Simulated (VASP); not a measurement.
# Li3TeCl: single point with LDA

Crystal: Li3TeCl.

```
CELL_PARAMETERS angstrom
5.01804 0.00000 0.00000
0.00000 5.01804 0.00000
0.00000 0.00000 5.01804
ATOMIC_POSITIONS crystal
Cl 0.00000 0.00000 0.00000
Te 0.50000 0.50000 0.50000
Li 0.50000 0.50000 0.00000
Li 0.00000 0.50000 0.50000
Li 0.50000 0.00000 0.50000
```

```json
{
 "Program": "VASP 6.6.1",
 "Task": "single point",
 "Functional": "LDA",
 "Potentials or basis": "VASP PAW LDA potentials, release 64 (Cl, Te, Li_sv)",
 "Cutoff": "520 eV",
 "k mesh": "3 × 3 × 3",
 "Occupations": "methfessel-paxton, width 0.01 eV",
 "Spin": "no spin polarisation",
 "Dipole correction": "no",
 "Further INCAR settings": "ALGO = Normal; EDIFF = 1e-07; NBANDS = 19"
}
```

```
Band gap on the k mesh : 3.48 eV, indirect (least direct gap 3.68 eV)
```

Levels at points of the mesh, in eV from the valence-band top:
```tsv
k point	band 7	band 8	band 9	band 10	band 11	band 12	band 13	band 14	band 15	band 16
(0.00, 0.00, 0.00)	-1.44	-1.44	-0.20	-0.20	-0.20	3.48	5.38	5.38	8.35	8.35
```

Wall time 9.5 s on 1 thread of Intel(R) Xeon(R) Platinum 8488C (Sapphire Rapids), on a shared host, peak memory 0.19 GiB.

Caveat: spin-orbit coupling is left out, which moves the levels of the heavy elements. A k mesh can miss the band edges.
